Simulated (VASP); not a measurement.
# AlGa2As3 in VASP: further runs, part 2 of 2

VASP 6.6.1.

## 4. Single point, PBE

This run uses another cell than the first one: it holds 12 atoms, not 6.

Contents of INCAR:

```
  PREC = Accurate
  ENCUT = 520
  EDIFF = 1E-6
  ISMEAR = 0
  SIGMA = 0.1
  LREAL = F
  LASPH = T
  NELM = 80
  ALGO = Normal
  ISIF = 2
  LWAVE = F
  LCHARG = T
  GGA = PE
  LELF = T
  LVHAR = T
  NBANDS = 56
```

Contents of KPOINTS:

```
regular mesh
0
Gamma
  4 2 4
```

Contents of POSCAR:

```
AlGa2As3
1.0
    4.0841526208     -0.0000446370      0.0001876680
    0.0000617821     -8.1707277663      0.0024875402
   -2.0423119870      2.0435840525     -8.5111650129
Al Ga As
2 4 6
Direct
   -0.0002236250      0.0000821630      0.0000626471
   -0.0001364563      0.4998972704     -0.0000928573
    0.3335032489      0.6667408839      0.6669467654
    0.3334419984      0.1665932662      0.6667480855
    0.6671629938      0.8333269487      0.3330517353
    0.6661642795      0.3334603727      0.3331821702
    0.2506256992      0.8748655310      0.4999668024
    0.2496493594      0.3750064772      0.5000630764
    0.5825537116      0.5413184141      0.1652375434
    0.5824702530      0.0414565920      0.1653839711
    0.9174228169      0.7086983704      0.8348243874
    0.9173657209      0.2085537106      0.8346256729
```

Potentials or basis: VASP PAW PBE potentials, release 64 (Al, Ga_d, As).

The run is started by

```console
cat potpaw_PBE.64/Al/POTCAR potpaw_PBE.64/Ga_d/POTCAR potpaw_PBE.64/As/POTCAR > POTCAR
mpirun -np 1 vasp_std > vasp.out
```

OUTCAR:

```text
PREC = Accurate
   ENCUT = 520
   EDIFF = 1E-6
   ISMEAR = 0
   LREAL = F
   LASPH = T
   NELM = 80
   ISIF = 2
   GGA = PE

 ion  position               nearest neighbor table
   1  1.000  0.000  0.000-  10 2.48  10 2.48  11 2.48  12 2.48
   2  1.000  0.500  1.000-  12 2.48   9 2.48   9 2.48  11 2.48
   3  0.334  0.667  0.667-   8 2.49   7 2.49  11 2.49  11 2.49
   4  0.333  0.167  0.667-   7 2.49   8 2.49  12 2.49  12 2.49
   5  0.667  0.833  0.333-   7 2.49   7 2.49   9 2.49  10 2.49
   6  0.666  0.333  0.333-   8 2.49   8 2.49  10 2.49   9 2.49
   7  0.251  0.875  0.500-   4 2.49   5 2.49   5 2.49   3 2.49
   8  0.250  0.375  0.500-   6 2.49   6 2.49   3 2.49   4 2.49
   9  0.583  0.541  0.165-   2 2.48   2 2.48   5 2.49   6 2.49
  10  0.582  0.041  0.165-   1 2.48   1 2.48   6 2.49   5 2.49
  11  0.917  0.709  0.835-   1 2.48   2 2.48   3 2.49   3 2.49
  12  0.917  0.209  0.835-   2 2.48   1 2.48   4 2.49   4 2.49

  LATTYP: Found a triclinic cell.
 ALAT       =    10.6820504267
 B/A-ratio  =     0.7649026000
 C/A-ratio  =     0.3823378904
 COS(alpha) =     0.0000185047
 COS(beta)  =     0.1911223342
 COS(gamma) =     0.5733555723

  Lattice vectors:

 A1 = (  -2.0419024159,   6.1271883508,   8.5084898047)
 A2 = (  -0.0000617821,   8.1707277663,  -0.0024875402)
 A3 = (  -4.0841526208,   0.0000446370,  -0.0001876680)

Analysis of symmetry for initial positions (statically):
=====================================================================
 Subroutine PRICEL returns:
 Original cell was already a primitive cell.

 Routine SETGRP: Setting up the symmetry group for a
 triclinic supercell.

 Subroutine GETGRP returns: Found  1 space group operations
 (whereof  1 operations were pure point group operations)
 out of a pool of  2 trial point group operations.

The static configuration has the point symmetry C_1 .

Analysis of symmetry for dynamics (positions and initial velocities):
=====================================================================
 Subroutine PRICEL returns:
 Original cell was already a primitive cell.

 Routine SETGRP: Setting up the symmetry group for a
 triclinic supercell.

 Subroutine GETGRP returns: Found  1 space group operations
 (whereof  1 operations were pure point group operations)
 out of a pool of  2 trial point group operations.

The dynamic configuration has the point symmetry C_1 .

 Subroutine INISYM returns: Found  1 space group operations
 (whereof  1 operations are pure point group operations),
 and found     1 'primitive' translations

----------------------------------------------------------------------------------------

                                     Primitive cell

  volume of cell :     283.9979

  direct lattice vectors                    reciprocal lattice vectors
     4.084152621 -0.000044637  0.000187668     0.244851532 -0.000016037 -0.058757643
     0.000061782 -8.170727766  0.002487540     0.000000013 -0.122397066 -0.029388306
    -2.042311987  2.043584052 -8.511165013     0.000005399 -0.000035773 -0.117502613
[... 66 lines left out ...]
  0.500000  0.500000  0.000000      1.000000
[... 12 lines left out ...]
  0.250000  0.500000  0.500000      2.000000
  0.500000  0.500000  0.500000      1.000000
   k-points           NKPTS =     20   k-points in BZ     NKDIM =     20   number of bands    NBANDS=     56
   number of dos      NEDOS =    301   number of ions     NIONS =     12
   total plane-waves  NPLWV = 134400
   dimension x,y,z NGX =    30 NGY =   64 NGZ =   70
   dimension x,y,z NGXF=    60 NGYF=  128 NGZF=  140
   ions per type =               2   4   6
   NGX,Y,Z   is equivalent  to a cutoff of  12.21, 13.02, 12.95 a.u.
   NGXF,Y,Z  is equivalent  to a cutoff of  24.42, 26.04, 25.89 a.u.
 SYSTEM =  unknown system
   PREC   = accura    normal or accurate (medium, high low for compatibility)
   ISTART =      0    job   : 0-new  1-cont  2-samecut
   ICHARG =      2    charge: 1-file 2-atom 10-const
   ISPIN  =      1    spin polarized calculation?
   LNONCOLLINEAR =      F non collinear calculations
   LSORBIT =      F    spin-orbit coupling
   LASPH  =      T    aspherical Exc in radial PAW
   ENCUT  =  520.0 eV  38.22 Ry    6.18 a.u.   7.59 15.19 16.71*2*pi/ulx,y,z
   NELM   =     80;   NELMIN=  2; NELMDL= -5     # of ELM steps
   EDIFF  = 0.1E-05   stopping-criterion for ELM
   LREAL  =      F    real-space projection
   EDIFFG = 0.1E-04   stopping-criterion for IOM
   NSW    =      0    number of steps for IOM
   IBRION =     -1    ionic relax: 0-MD 1-quasi-New 2-CG
   NFREE  =      0    steps in history (QN), initial steepest desc. (CG)
   ISIF   =      2    stress and relaxation
   ISYM   =      2    0-nonsym 1-usesym 2-fastsym
   POTIM  = 0.5000    time-step for ionic-motion
   TEBEG  =    0.0;   TEEND  =   0.0 temperature during run
   PSTRESS=    0.0 pullay stress
   NELECT =      88.0000    total number of electrons
   NUPDOWN=      -1.0000    fix difference up-down
   EMIN   =  10.00;   EMAX   =-10.00  energy-range for DOS
   EFERMI =   0.00;   METHOD = LEGACY
   ISMEAR =     0;   SIGMA  =   0.10  broadening in eV -4-tet -1-fermi 0-gaus
   EFERMI_NEDOS =   21; number of points for ismear=-14 and -15
   IALGO  =     38    algorithm
   IMIX   =      4    mixing-type and parameters
     AMIX     =   0.40;   BMIX     =  1.00
     AMIX_MAG =   1.60;   BMIX_MAG =  1.00
  volume/ion in A,a.u.               =      23.67       159.71
  Fermi-wavevector in a.u.,A,eV,Ry     =   1.107807  2.093451 16.697556  1.227236
  Thomas-Fermi vector in A             =   2.244326
   LORBIT       =      0    0 simple, 1 ext, 2 COOP (PROOUT), +10 PAW based schemes
   GGA     = PE    functional components
   LHFCALC =     F    Hartree Fock is set to
   AEXX    =    0.0000 exact exchange contribution
   IVDW    =     0    specifies the selected vdW correction
   LEPSILON=     F    determine dielectric tensor
   LRPA    =     F    only Hartree local field effects (RPA)
 non-spin polarized calculation
 Gauss-broadening in eV      SIGMA  =   0.10
  energy-cutoff  :      520.00
  volume of cell :      284.00
 maximum number of plane-waves:      7678
   NGX = 15   NGY = 31   NGZ = 33

 number of electron      87.9999981 magnetization

 Free energy of the ion-electron system (eV)
  ---------------------------------------------------
  ext. energy  EPLUGINS =         0.00000000
  ---------------------------------------------------
  free energy    TOTEN  =       -51.56880584 eV

  energy without entropy =      -51.56880532  energy(sigma->0) =      -51.56880558

 E-fermi :   3.8531     XC(G=0):  -9.2056

 val. band max:        3.5555418464   @ k =   0.0000   0.0000   0.0000
 cond. band min:       4.1501236591   @ k =   0.0000   0.0000   0.0000
 fundamental gap:      0.5945818127
 Fermi energy:         3.8531360747

 k-point     1 :       0.0000    0.0000    0.0000
  band No.  band energies     occupation
      1     -11.1607      2.00000
      2     -11.1554      2.00000
      3     -11.1273      2.00000
      4     -11.1112      2.00000
      5     -11.0976      2.00000
      6     -11.0857      2.00000
[... 1169 lines left out ...]
     55       8.3757      0.00000
     56       8.3833      0.00000

------------------------ aborting loop because EDIFF is reached ----------------------------------------

  FORCE on cell =-STRESS in cart. coord.  units (eV):
  Direction    XX          YY          ZZ          XY          YZ          ZX
  --------------------------------------------------------------------------------------
  -------------------------------------------------------------------------------------
  Total        0.3342879      0.2799123      0.2418213      0.0015311      0.0352916     -0.0064816
  in kB        1.8858887      1.5791283      1.3642376      0.0086379      0.1990978     -0.0365661
  external PRESSURE =       1.6097515 kB  Pullay stress =       0.0000000 kB

 VOLUME and BASIS-vectors are now :
 -----------------------------------------------------------------------------
  energy-cutoff  :      520.00
  volume of cell :      284.00
      direct lattice vectors                 reciprocal lattice vectors
     4.084152621 -0.000044637  0.000187668     0.244851532 -0.000016037 -0.058757643
     0.000061782 -8.170727766  0.002487540     0.000000013 -0.122397066 -0.029388306
    -2.042311987  2.043584052 -8.511165013     0.000005399 -0.000035773 -0.117502613

 POSITION                                       TOTAL-FORCE (eV/Angst)
 -----------------------------------------------------------------------------------
      4.08311     -0.00059     -0.00035         0.000772      0.000900      0.000754
      2.04150     -2.04117     -8.50894         0.000756     -0.000729     -0.001429
      0.00001     -4.08481     -5.67477        -0.000166      0.000424     -0.003873
      0.00013      0.00135     -5.67433        -0.000472     -0.001393     -0.005666
      2.04465     -6.12830     -2.83246        -0.001863      0.001767      0.002866
      2.04028     -2.04376     -2.83481         0.001283      0.001424      0.004451
      0.00256     -6.12658     -4.25308        -0.004197     -0.001242      0.001255
     -0.00166     -2.04217     -4.25514         0.001601     -0.000767     -0.000294
      2.04181     -4.08531     -1.40491         0.000789      0.000312      0.003843
      2.04113     -0.00078     -1.40740         0.001357      0.001066      0.005323
      2.04197     -4.08459     -7.10339        -0.000398     -0.000607     -0.002379
      2.04211      0.00155     -7.10295         0.000537     -0.001153     -0.004850
 -----------------------------------------------------------------------------------
    total drift:                               -0.000043      0.000090      0.000134

  FREE ENERGIE OF THE ION-ELECTRON SYSTEM (eV)
  ---------------------------------------------------
  free  energy   TOTEN  =       -51.5688058409 eV

  energy  without entropy=      -51.5688053178  energy(sigma->0) =      -51.56880558
```

Wall time 3.4 min (1 thread of Intel Xeon 6975P-C (Granite Rapids), shared host); peak memory 0.49 GiB.

Results:

```
Free energy            : -51.5688 eV
Pressure               : 0.2 GPa
Largest force          : 0.006 eV/Å
Band gap on the k mesh : 0.59 eV
```

Forces on the atoms (eV/Å):
```
Al   0.001  0.001  0.001
Al   0.001 -0.001 -0.001
Ga   0.000  0.000 -0.004
Ga   0.000 -0.001 -0.006
Ga  -0.002  0.002  0.003
Ga   0.001  0.001  0.004
As  -0.004 -0.001  0.001
As   0.002 -0.001  0.000
As   0.001  0.000  0.004
As   0.001  0.001  0.005
As   0.000 -0.001 -0.002
As   0.001 -0.001 -0.005
```

Caveat: semilocal functionals underestimate gaps, and a narrow one can read as zero.

## 5. Overview

```tsv
cell	k mesh	gap on the mesh (eV)	pressure (GPa)	largest force (eV/Å)
a = 9.073 Å, angles 154.1, 154.1, 36.9°, 6 atoms, atomic positions A	6 × 6 × 6	0.64	0.2	-
a = 4.059, b = 8.119, c = 9.073 Å, angles 102.9, 102.9, 90.0°, 12 atoms, atomic positions B	4 × 2 × 4	0.64	0.2	0.01
a = 4.084, b = 8.171, c = 8.988 Å, angles 103.2, 103.1, 90.0°, 12 atoms, atomic positions C	4 × 2 × 4	0.59	0.2	0.01
```

Alike in all rows: task single point; level PBE; potentials or basis VASP PAW PBE potentials, release 64 (Al, Ga_d, As); no spin polarisation; cutoff (eV) 520; smearing gaussian 0.1 eV.

Caveats: semilocal functionals underestimate gaps, and a narrow one can read as zero.

Absolute energies hang on the potentials; compare differences alone.
